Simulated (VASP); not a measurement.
# IrOs (P-6m2) in VASP: notebook, part 2 of 2

VASP 6.6.1. Earlier steps stand in the parts before.

### Step 3. Single point, LDA, non-collinear spin, zero start, spin-orbit coupling

The input, INCAR:

```
ALGO = Normal ; EDIFF = 1E-6
ENCUT = 520 ; GGA = CA
GGA_COMPAT = False ; ISIF = 2
ISMEAR = -1 ; LASPH = True
LCHARG = False ; LMAXMIX = 4
LORBIT = 11 ; LORBMOM = True
LREAL = False ; LSORBIT = True
LWAVE = False ; MAGMOM = 0 0 0 0 0 0
NBANDS = 29 ; NELM = 150
PREC = Accurate ; SIGMA = 0.1
```

The input, KPOINTS:

```
k-points
0
Gamma
  14 14 8
```

The input, POSCAR:

```
IrOs
1.0
    2.7436210000      0.0000000000      0.0000000000
   -1.3718110000      2.3760460000      0.0000000000
    0.0000000000      0.0000000000      4.3608830000
Os Ir
1 1
Direct
    0.3333333333      0.6666666667      0.0000000000
    0.6666666667      0.3333333333      0.5000000000
```

Potentials or basis: VASP PAW LDA potentials, release 64 (Os, Ir).

Command:

```console
$ cat potpaw_LDA.64/Os/POTCAR potpaw_LDA.64/Ir/POTCAR > POTCAR
$ mpirun -np 1 vasp_ncl > vasp.out
```

OUTCAR:

```text
EDIFF = 1E-6
   ENCUT = 520
   GGA = CA
   ISIF = 2
   ISMEAR = -1
   LASPH = True
   LORBIT = 11
   LREAL = False
   LSORBIT = True
   NELM = 150
   PREC = Accurate

 ion  position               nearest neighbor table
   1  0.333  0.667  0.000-   2 2.70   2 2.70   2 2.70   2 2.70   2 2.70   2 2.70
   2  0.667  0.333  0.500-   1 2.70   1 2.70   1 2.70   1 2.70   1 2.70   1 2.70

  LATTYP: Found a hexagonal cell.
 ALAT       =     2.7436210000
 C/A-ratio  =     1.5894626116

  Lattice vectors:

 A1 = (   2.7436210000,   0.0000000000,   0.0000000000)
 A2 = (  -1.3718110000,   2.3760460000,   0.0000000000)
 A3 = (   0.0000000000,   0.0000000000,   4.3608830000)

Analysis of symmetry for initial positions (statically):
=====================================================================
 Subroutine PRICEL returns:
 Original cell was already a primitive cell.

 Routine SETGRP: Setting up the symmetry group for a
 hexagonal supercell.

 Subroutine GETGRP returns: Found 12 space group operations
 (whereof 12 operations were pure point group operations)
[... 1032 lines left out ...]
     0.0000000     0.0000000     0.0000000     0.0000000     0.0000000     0.0000000     0.0000000
     0.0000000     0.0000000     0.0000000     0.0000000     0.0000000     0.0000000     0.0000000
     0.0000000     0.0000000     0.0000000     0.0000000     0.0000000     0.0000000     0.0000000
     0.0000000     0.0000000     0.0000000     0.0000000     0.0000000     0.0000000     0.0000000
     0.0000000     0.0000000     0.0000000     0.0000000     0.0000000     0.0000000     0.0000000

 Ion:    2  E_soc:     -0.7630551
 l=   1
     0.0000000    -0.0419093    -0.0394426
    -0.0419093     0.0000000    -0.0419093
    -0.0394426    -0.0419093     0.0000000
 l=   2
     0.0000000    -0.0176594     0.0000000    -0.0176594    -0.0709250
    -0.0176594     0.0000000    -0.0497336    -0.0172366    -0.0176594
     0.0000000    -0.0497336     0.0000000    -0.0497336     0.0000000
    -0.0176594    -0.0172366    -0.0497336     0.0000000    -0.0176594
    -0.0709250    -0.0176594     0.0000000    -0.0176594     0.0000000
 l=   3
     0.0000000     0.0000000     0.0000000     0.0000000     0.0000000     0.0000000     0.0000000
     0.0000000     0.0000000     0.0000000     0.0000000     0.0000000     0.0000000     0.0000000
     0.0000000     0.0000000     0.0000000     0.0000000     0.0000000     0.0000000     0.0000000
     0.0000000     0.0000000     0.0000000     0.0000000     0.0000000     0.0000000     0.0000000
     0.0000000     0.0000000     0.0000000     0.0000000     0.0000000     0.0000000     0.0000000
     0.0000000     0.0000000     0.0000000     0.0000000     0.0000000     0.0000000     0.0000000
     0.0000000     0.0000000     0.0000000     0.0000000     0.0000000     0.0000000     0.0000000

 total charge

# of ion       s       p       d       tot
------------------------------------------
    1        0.637   0.737   6.161   7.535
    2        0.684   0.786   6.990   8.460
--------------------------------------------------
tot          1.321   1.523  13.151  15.995

 magnetization (x)

# of ion       s       p       d       tot
------------------------------------------
    1        0.000  -0.000   0.000  -0.000
    2        0.000   0.000  -0.000  -0.000
--------------------------------------------------
tot          0.000   0.000  -0.000  -0.000

 magnetization (y)

# of ion       s       p       d       tot
------------------------------------------
    1        0.000   0.000  -0.000   0.000
    2       -0.000  -0.000  -0.000  -0.000
--------------------------------------------------
tot          0.000   0.000  -0.000  -0.000

 magnetization (z)

# of ion       s       p       d       tot
------------------------------------------
    1        0.000   0.000  -0.000  -0.000
    2        0.000   0.000  -0.000  -0.000
--------------------------------------------------
tot          0.000   0.000  -0.000  -0.000
```

OSZICAR:

```text
N       E                     dE             d eps       ncg     rms          rms(c)
DAV:   1     0.150544966588E+03    0.15054E+03   -0.75460E+03 11600   0.116E+03
DAV:   2    -0.169482220416E+02   -0.16749E+03   -0.15228E+03 11628   0.372E+02
DAV:   3    -0.248929564270E+02   -0.79447E+01   -0.75052E+01 14045   0.837E+01
DAV:   4    -0.250536045887E+02   -0.16065E+00   -0.15963E+00 13441   0.119E+01
DAV:   5    -0.250565840393E+02   -0.29795E-02   -0.29790E-02 13711   0.156E+00    0.294E+01
DAV:   6    -0.239379057471E+02    0.11187E+01   -0.15010E+00 14346   0.170E+01    0.144E+01
DAV:   7    -0.239519066409E+02   -0.14001E-01   -0.13020E+00 17248   0.163E+01    0.692E+00
DAV:   8    -0.236475089314E+02    0.30440E+00   -0.11533E+00 16010   0.166E+01    0.266E+00
DAV:   9    -0.236361190275E+02    0.11390E-01   -0.59315E-02 14781   0.371E+00    0.623E-01
DAV:  10    -0.236325700212E+02    0.35490E-02   -0.75990E-03 13518   0.119E+00    0.329E-01
DAV:  11    -0.236320116556E+02    0.55837E-03   -0.31157E-04 13736   0.249E-01    0.153E-01
DAV:  12    -0.236319779062E+02    0.33749E-04   -0.78547E-05 13437   0.133E-01    0.548E-02
DAV:  13    -0.236319731403E+02    0.47658E-05   -0.10420E-05 15586   0.469E-02    0.151E-02
DAV:  14    -0.236319728234E+02    0.31690E-06   -0.11214E-06  9200   0.123E-02
   1 F= -.23631973E+02 E0= -.23606846E+02  d E =-.502542E-01  mag=    -0.0000    -0.0000     0.0000
```

It took 8.3 min on 1 thread of Intel Xeon 8259CL, shared host; peak memory 0.36 GiB.

What came out:

```
Free energy                                           : -23.6320 eV
Pressure                                              : -10.2 GPa
Net moment                                            : 0.00 μB per cell
Valence electrons inside the program's atomic spheres : Os 7.54; Ir 8.46
```

Stress tensor (GPa, compression positive):
```
-10.35   0.00   0.00
  0.00 -10.35   0.00
  0.00   0.00  -9.99
```

Moments on the atoms (μB; x, y, z):
```
Os  0.00 0.00 0.00
Ir  0.00 0.00 0.00
```
